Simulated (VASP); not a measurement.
MnHg:

```
CELL_PARAMETERS angstrom
3.31500 0.00000 0.00000
0.00000 3.31500 0.00000
0.00000 0.00000 3.31500
ATOMIC_POSITIONS crystal
Mn 0.50000 0.50000 0.50000
Hg 0.00000 0.00000 0.00000
```

Base run:

```yaml
Program: VASP 6.6.1
Functional: PBE
Potentials_or_basis: VASP PAW PBE potentials, release 64 (Mn_pv, Hg)
Cutoff: 520 eV
k_mesh: 10 × 10 × 10
Occupations: fermi-dirac, width 0.1 eV
Spin: collinear spin, ferromagnetic start
Starting_moments: "[1.55, 0.0] μB"
Fixed_moment: 1.55 μB
```

Its results: pressure -10.8 GPa; site moments Mn +1.72; Hg -0.09 μB.

**Question.** The run is repeated on the same cell with these changes: fixed moment from 1.55 μB to 2.33 μB; moments at the start from [1.55, 0.0] to [2.33, 0.0]. What comes out?

**Answer.** Pressure -8.3 GPa; site moments Mn +2.53; Hg -0.12 μB.

Caveats: the total moment is fixed, so each spin has its own Fermi level.
